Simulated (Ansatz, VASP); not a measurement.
**LiCl: VASP beside Ansatz**

```
Li Cl
1.0
     4.19068    0.00000    0.00000
    -2.09534    3.62924    0.00000
     0.00000    0.00000    5.31875
Li Cl
2 2
Direct
  0.33333 0.66667 0.25000
  0.66667 0.33333 0.75000
  0.33333 0.66667 0.75000
  0.66667 0.33333 0.25000
```

Alike in both runs: functional PBE; k mesh 6 × 6 × 2; occupations gaussian, width 0.1 eV; no spin polarisation.

Ansatz relaxed the structure, and its values are those at the end. VASP's run is a single point on that final structure, the one shown.

|  | VASP | Ansatz |
| --- | --- | --- |
| version | VASP 6.6.1 | Ansatz 0.2.0 |
| potentials or method | VASP PAW PBE potentials, release 64 (Li_sv, Cl), cutoff 520 eV | scalar-relativistic, plane waves, PAW |
| valence electrons in the cell | 20 | 20 |

```tsv
	VASP	Ansatz	Ansatz less VASP
gap on the k mesh at the Fermi level (eV)	5.55	5.55	-0.007
least direct gap on the mesh (eV)	5.55	5.55	-0.007
```

The k mesh is coarse, so the values compare programs but aren't converged. Noted on VASP's run: the cutoff is under 1.25 times that of the potentials, so the pressure is a little rough.
